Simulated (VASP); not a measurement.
# Al4N5 in VASP: single point with PBE

Aim: the single point of Al4N5 with PBE.

Everything below comes from runs of VASP 6.6.1. Logs are shortened: lines on timing, memory, paths and dates and some standing lists are left out, and cuts for length are marked.

**1. The cell of the first run**

The cell holds a slab with vacuum, 9 atoms: a = 3.130 Å, b = 5.017 Å, c = 19.062 Å, α = 90.00°, β = 90.00°, γ = 90.00°.

**2. Single point, PBE, collinear spin**

File INCAR:

```
SYSTEM = Al4N5
ALGO     = Normal         ! electronic algorithm
DIPOL    = 0.5 0.5 0.320
EDIFF    = 1E-6           ! SCF threshold, eV
ENCUT    = 520            ! plane-wave cutoff, eV
GGA      = PE             ! functional
GGA_COMPAT= .FALSE.      
IDIPOL   = 3            
ISIF     = 2              ! what is computed and relaxed
ISMEAR   = 0              ! smearing method
ISPIN    = 2              ! spin polarisation
LASPH    = .TRUE.         ! aspherical terms in the spheres
LCHARG   = .FALSE.        ! write CHGCAR
LDIPOL   = .TRUE.       
LORBIT   = 11             ! projections on sites
LREAL    = .FALSE.        ! projectors in reciprocal space
LWAVE    = .FALSE.        ! write WAVECAR
MAGMOM   = 0 0 0 0 0 0 0 0 3 ! initial moments
NBANDS   = 32             ! bands
NELM     = 200            ! most SCF steps
NELMDL   = -8           
PREC     = Accurate       ! precision mode
SIGMA    = 0.05           ! smearing width, eV
```

File KPOINTS:

```
k-points
0
G
  9 6 1
  0 0 0
```

File POSCAR:

```
Al4N5
1.0
    3.1297683445      0.0000000000      0.0000000000
    0.0000000000      5.0173032419      0.0000000000
    0.0000000000      0.0000000000     19.0620320396
Al N
4 5
Direct
    0.0000000000      0.9982714950      0.2098412169
    0.5000000000      0.4982714950      0.2572383830
    0.5000000000      0.9915197257      0.3577010219
    0.0000000000      0.4624332462      0.3868097530
    0.0000000000      0.6167285050      0.2098412169
    0.5000000000      0.1167285050      0.2572383830
    0.5000000000      0.6143669392      0.3564124135
    0.0000000000      0.1112303975      0.3967065014
    0.1666666667      0.9445637309      0.4495758001
```

Potentials or basis: VASP PAW PBE potentials, release 64 (Al, N).

Started as:

```
cat potpaw_PBE.64/Al/POTCAR potpaw_PBE.64/N/POTCAR > POTCAR
mpirun -np 1 vasp_std > vasp.out
```

OUTCAR:

```text
SYSTEM = Al4N5
   EDIFF = 1E-6
   ENCUT = 520
   GGA = PE
   ISIF = 2
   ISMEAR = 0
   ISPIN = 2
   LASPH = .TRUE.
   LORBIT = 11
   LREAL = .FALSE.
   NELM = 200
   NELMDL = -8
   PREC = Accurate

 ion  position               nearest neighbor table
   1  0.000  0.998  0.210-   6 1.90   6 1.90   5 1.91   2 3.09   2 3.09   2 3.09   2 3.09   3 3.22
                             3 3.22
   2  0.500  0.498  0.257-   5 1.90   5 1.90   6 1.91   7 1.98   4 2.93   4 2.93   1 3.09   1 3.09
                             1 3.09   1 3.09   3 3.13   3 3.18
   3  0.500  0.992  0.358-   8 1.83   8 1.83   7 1.89   6 2.02   9 2.05   4 2.89   4 2.89   2 3.13
                             4 3.13   4 3.13   2 3.18   1 3.22   1 3.22
   4  0.000  0.462  0.387-   8 1.77   7 1.83   7 1.83   3 2.89   3 2.89   2 2.93   2 2.93   3 3.13
                             3 3.13
   5  0.000  0.617  0.210-   2 1.90   2 1.90   1 1.91
   6  0.500  0.117  0.257-   1 1.90   1 1.90   2 1.91   3 2.02
   7  0.500  0.614  0.356-   4 1.83   4 1.83   3 1.89   2 1.98
   8  0.000  0.111  0.397-   9 1.41   4 1.77   3 1.83   3 1.83
   9  0.167  0.945  0.450-   8 1.41   3 2.05

  LATTYP: Found a simple orthorhombic cell.
 ALAT       =     3.1297683445
 B/A-ratio  =     1.6030909287
 C/A-ratio  =     6.0905568532

  Lattice vectors:

 A1 = (   3.1297683445,   0.0000000000,   0.0000000000)
 A2 = (   0.0000000000,   5.0173032419,   0.0000000000)
 A3 = (   0.0000000000,   0.0000000000,  19.0620320396)

Analysis of symmetry for initial positions (statically):
=====================================================================
 Subroutine PRICEL returns:
 Original cell was already a primitive cell.

 Routine SETGRP: Setting up the symmetry group for a
 simple orthorhombic supercell.

 Subroutine GETGRP returns: Found  1 space group operations
 (whereof  1 operations were pure point group operations)
 out of a pool of  8 trial point group operations.

The static configuration has the point symmetry C_1 .

Analysis of symmetry for dynamics (positions and initial velocities):
=====================================================================
 Subroutine PRICEL returns:
 Original cell was already a primitive cell.

 Routine SETGRP: Setting up the symmetry group for a
 simple orthorhombic supercell.

 Subroutine GETGRP returns: Found  1 space group operations
 (whereof  1 operations were pure point group operations)
 out of a pool of  8 trial point group operations.

The dynamic configuration has the point symmetry C_1 .

Analysis of structural, dynamic, and magnetic symmetry:
=====================================================================
 Subroutine PRICEL returns:
 Original cell was already a primitive cell.

 Routine SETGRP: Setting up the symmetry group for a
 simple orthorhombic supercell.

 Subroutine GETGRP returns: Found  1 space group operations
 (whereof  1 operations were pure point group operations)
 out of a pool of  8 trial point group operations.

The overall configuration has the point symmetry C_1 .

 Subroutine INISYM returns: Found  1 space group operations
 (whereof  1 operations are pure point group operations),
 and found     1 'primitive' translations

----------------------------------------------------------------------------------------

                                     Primitive cell

  volume of cell :     299.3310

  direct lattice vectors                    reciprocal lattice vectors
     3.129768344  0.000000000  0.000000000     0.319512465  0.000000000  0.000000000
     0.000000000  5.017303242  0.000000000     0.000000000  0.199310257  0.000000000
     0.000000000  0.000000000 19.062032040     0.000000000  0.000000000  0.052460304

  length of vectors
     3.129768344  5.017303242 19.062032040     0.319512465  0.199310257  0.052460304

  position of ions in fractional coordinates (direct lattice)
     0.000000000  0.998271495  0.209841217
     0.500000000  0.498271495  0.257238383
     0.500000000  0.991519726  0.357701022
     0.000000000  0.462433246  0.386809753
     0.000000000  0.616728505  0.209841217
     0.500000000  0.116728505  0.257238383
     0.500000000  0.614366939  0.356412414
[... 82 lines left out ...]
   LSORBIT =      F    spin-orbit coupling
   LASPH  =      T    aspherical Exc in radial PAW
   ENCUT  =  520.0 eV  38.22 Ry    6.18 a.u.   5.82  9.33 35.44*2*pi/ulx,y,z
   NELM   =    200;   NELMIN=  2; NELMDL= -8     # of ELM steps
   EDIFF  = 0.1E-05   stopping-criterion for ELM
   LREAL  =      F    real-space projection
   EDIFFG = 0.1E-04   stopping-criterion for IOM
   NSW    =      0    number of steps for IOM
   IBRION =     -1    ionic relax: 0-MD 1-quasi-New 2-CG
   NFREE  =      0    steps in history (QN), initial steepest desc. (CG)
   ISIF   =      2    stress and relaxation
   ISYM   =      2    0-nonsym 1-usesym 2-fastsym
   POTIM  = 0.5000    time-step for ionic-motion
   TEBEG  =    0.0;   TEEND  =   0.0 temperature during run
   PSTRESS=    0.0 pullay stress
   NELECT =      37.0000    total number of electrons
   NUPDOWN=      -1.0000    fix difference up-down
   EMIN   =  10.00;   EMAX   =-10.00  energy-range for DOS
   EFERMI =   0.00;   METHOD = LEGACY
   ISMEAR =     0;   SIGMA  =   0.05  broadening in eV -4-tet -1-fermi 0-gaus
   EFERMI_NEDOS =   21; number of points for ismear=-14 and -15
   IALGO  =     38    algorithm
   IMIX   =      4    mixing-type and parameters
     AMIX     =   0.40;   BMIX     =  1.00
     AMIX_MAG =   1.60;   BMIX_MAG =  1.00
  volume/ion in A,a.u.               =      33.26       224.44
  Fermi-wavevector in a.u.,A,eV,Ry     =   0.815502  1.541075  9.048458  0.665043
  Thomas-Fermi vector in A             =   1.925601
   LORBIT       =     11    0 simple, 1 ext, 2 COOP (PROOUT), +10 PAW based schemes
   GGA     = PE    functional components
   LHFCALC =     F    Hartree Fock is set to
   AEXX    =    0.0000 exact exchange contribution
   IVDW    =     0    specifies the selected vdW correction
   LEPSILON=     F    determine dielectric tensor
   LRPA    =     F    only Hartree local field effects (RPA)
 spin polarized calculation
 Gauss-broadening in eV      SIGMA  =   0.05
  energy-cutoff  :      520.00
  volume of cell :      299.33
 maximum number of plane-waves:      8106
 NGX is ok and might be reduce to    24
   NGX = 11   NGY = 19   NGZ = 71

 dipolmoment           0.000000      0.000000     -0.018329 electrons x Angstroem

 number of electron      36.9999996 magnetization       1.0362170

 dipolmoment           0.000000      0.000000      0.131639 electrons x Angstroem

 Free energy of the ion-electron system (eV)
  ---------------------------------------------------
  ext. energy  EPLUGINS =         0.00000000
  ---------------------------------------------------
  free energy    TOTEN  =       -59.39855744 eV

  energy without entropy =      -59.39545188  energy(sigma->0) =      -59.39700466

 E-fermi :  -0.5116     XC(G=0):  -4.2113

 val. band max:       -0.5180310638   @ k =   0.1111  -0.3333   0.0000
 cond. band min:      -0.5017445992   @ k =   0.0000   0.1667   0.0000
 fundamental gap:      0.0162864646
 Fermi energy:        -0.5115759374

 spin component 1

 k-point     1 :       0.0000    0.0000    0.0000
  band No.  band energies     occupation
      1     -20.8532      1.00000
      2     -17.2624      1.00000
      3     -16.3945      1.00000
      4     -14.4300      1.00000
      5     -13.2176      1.00000
      6      -8.9238      1.00000
[... 781 lines left out ...]
     29       5.8595      0.00000
     30       6.0761      0.00000

 [... further k-points ...]

 spin component 2

 k-point     1 :       0.0000    0.0000    0.0000
  band No.  band energies     occupation
      1     -20.4489      1.00000
      2     -17.2059      1.00000
      3     -16.3661      1.00000
      4     -14.4076      1.00000
      5     -12.6110      1.00000
      6      -8.6292      1.00000
[... 781 lines left out ...]
     29       5.9176      0.00000
     30       6.0368      0.00000

 [... further k-points ...]

 [bands above 30 left out]

------------------------ aborting loop because EDIFF is reached ----------------------------------------

 vacuum level on the upper side and lower side of the slab       (xc-potential included)         0.751        -0.719

  FORCE on cell =-STRESS in cart. coord.  units (eV):
  Direction    XX          YY          ZZ          XY          YZ          ZX
  --------------------------------------------------------------------------------------
  -------------------------------------------------------------------------------------
  Total        7.2505815     -0.6443432     -2.0787160     -0.2403194      0.8178749     -0.4749729
  in kB       38.8089314     -3.4488641    -11.1263829     -1.2863160      4.3776972     -2.5423052
  external PRESSURE =       8.0778948 kB  Pullay stress =       0.0000000 kB

 VOLUME and BASIS-vectors are now :
 -----------------------------------------------------------------------------
  energy-cutoff  :      520.00
  volume of cell :      299.33
      direct lattice vectors                 reciprocal lattice vectors
     3.129768344  0.000000000  0.000000000     0.319512465  0.000000000  0.000000000
     0.000000000  5.017303242  0.000000000     0.000000000  0.199310257  0.000000000
     0.000000000  0.000000000 19.062032040     0.000000000  0.000000000  0.052460304

 POSITION                                       TOTAL-FORCE (eV/Angst)
 -----------------------------------------------------------------------------------
      0.00000      5.00863      4.00000         0.002244     -1.667630      1.642632
      1.56488      2.49998      4.90349        -0.011259      0.986919     -2.185976
      1.56488      4.97476      6.81851         0.171097     -1.380440     -0.612266
      0.00000      2.32017      7.37338         0.174466      2.919330      1.060794
      0.00000      3.09431      4.00000        -0.009250      0.632074      0.943476
      1.56488      0.58566      4.90349         0.090645      0.151987     -0.084566
      1.56488      3.08247      6.79394         0.307109     -0.906091     -1.046971
      0.00000      0.55808      7.56203        -0.831429      0.269182      0.184811
      0.52163      4.73916      8.56983         0.106377     -1.005331      0.098066
 -----------------------------------------------------------------------------------
    total drift:                               -0.000228     -0.000512      0.000040

  FREE ENERGIE OF THE ION-ELECTRON SYSTEM (eV)
  ---------------------------------------------------
  free  energy   TOTEN  =       -59.3985574441 eV

  energy  without entropy=      -59.3954518792  energy(sigma->0) =      -59.39700466

 vacuum level on the upper side and lower side of the slab         4.736         3.239

 total charge

# of ion       s       p       d       tot
------------------------------------------
    1        0.386   0.364   0.000   0.750
    2        0.368   0.423   0.000   0.791
    3        0.364   0.451   0.000   0.815
    4        0.391   0.434   0.000   0.825
    5        1.237   2.480   0.000   3.716
    6        1.235   2.569   0.000   3.804
    7        1.235   2.626   0.000   3.861
    8        1.235   2.694   0.000   3.930
    9        1.307   2.274   0.000   3.581
--------------------------------------------------
tot          7.758  14.315   0.000  22.073

 magnetization (x)

# of ion       s       p       d       tot
------------------------------------------
    1       -0.005  -0.005   0.000  -0.010
    2        0.001   0.002   0.000   0.003
    3        0.001   0.005   0.000   0.006
    4        0.006   0.009   0.000   0.015
    5       -0.001   0.009   0.000   0.008
    6       -0.001   0.006   0.000   0.005
    7        0.003   0.029   0.000   0.032
    8       -0.000   0.063   0.000   0.063
    9        0.019   0.574   0.000   0.593
--------------------------------------------------
tot          0.022   0.693   0.000   0.715
```

Wall time 8.3 min (1 thread of AMD EPYC 9R45 (Zen 5), shared host); peak memory 0.67 GiB.

What came out:

```yaml
Free_energy: -59.3986 eV
Largest_force: 3.111 eV/Å
Band_gap_on_the_k_mesh: zero (filled and empty bands overlap)
Net_moment: 1.04 μB per cell
Site_moments: Al -0.01, +0.00, +0.01 (each value once); N +0.01, +0.03, +0.06, +0.59 (each value once) μB
Valence_electrons_inside_the_program's_atomic_spheres: Al 0.75, 0.79, 0.81, 0.82; N 3.72, 3.80, 3.86, 3.93, 3.58
```

Forces in eV/Å, atoms in the order of the input:
```
Al   0.002 -1.668  1.643
Al  -0.011  0.987 -2.186
Al   0.171 -1.380 -0.612
Al   0.174  2.919  1.061
N   -0.009  0.632  0.943
N    0.091  0.152 -0.085
N    0.307 -0.906 -1.047
N   -0.831  0.269  0.185
N    0.106 -1.005  0.098
```
